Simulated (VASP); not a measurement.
Set up this calculation in VASP 6.6.1, as the native input.

| Item | Value |
| --- | --- |
| Task | single point |
| Functional | PBE |
| Potentials or basis | VASP PAW PBE potentials, release 64 (Ti_sv, Ge_d, Pd) |
| Cutoff | 520 eV |
| k mesh | 6 × 6 × 4 |
| Occupations | gaussian, width 0.2 eV |
| Spin | collinear spin |
| Starting moments | [0.49, 0.0, 0.0, 0.0, 0.0, 0.0, 0.0] μB |
| Dipole correction | no |
| Further INCAR settings | ALGO = Fast; EDIFF = 1e-06; NBANDS = 57 |

The structure of TiGe4Pd2 lies in POSCAR:

```
TiGe4Pd2
1.0
    4.4523862360      0.0000000000      0.0000000000
    0.0000000000      4.4523862360      0.0000000000
    0.0000000000      0.0000000000      6.0636987708
Ti Ge Pd
1 4 2
Direct
    0.5000000000      0.5000000000      0.0000000000
    0.0000000000      0.5000000000      0.7399295555
    0.5000000000      0.0000000000      0.7399295555
    0.0000000000      0.5000000000      0.2600704445
    0.5000000000      0.0000000000      0.2600704445
    0.5000000000      0.5000000000      0.5000000000
    0.0000000000      0.0000000000      0.0000000000
```

The input as run:

INCAR

```
SYSTEM = TiGe4Pd2
  PREC = Accurate
  ENCUT = 520
  EDIFF = 1E-6
  ISMEAR = 0
  SIGMA = 0.2
  LREAL = .FALSE.
  LASPH = .TRUE.
  NELM = 150
  ALGO = Fast
  ISIF = 2
  LWAVE = .FALSE.
  LCHARG = .FALSE.
  ISPIN = 2
  MAGMOM = 0.49 0 0 0 0 0 0
  LORBIT = 11
  LMAXMIX = 4
  GGA = PE
  NBANDS = 57
```

KPOINTS

```
regular mesh
0
G
  6 6 4
  0 0 0
```

Potentials or basis: VASP PAW PBE potentials, release 64 (Ti_sv, Ge_d, Pd).

Run with:

```sh
$ cat potpaw_PBE.64/Ti_sv/POTCAR potpaw_PBE.64/Ge_d/POTCAR potpaw_PBE.64/Pd/POTCAR > POTCAR
$ mpirun -np 1 vasp_std > vasp.out
```

Results of the run:

```yaml
Pressure: 0.0 GPa
Largest_force: 0.040 eV/Å
Net_moment: 0.61 μB per cell
Site_moments: Ti +0.43; Ge +0.01; Pd +0.03, -0.01 μB
Valence_electrons_inside_the_program's_atomic_spheres: Ti 10.26; Ge 12.28; Pd 9.62, 9.51
```

Wall time 25 min on 1 thread of Oxide Virtual Turin-like Processor (shared host), peak memory 0.45 GiB.
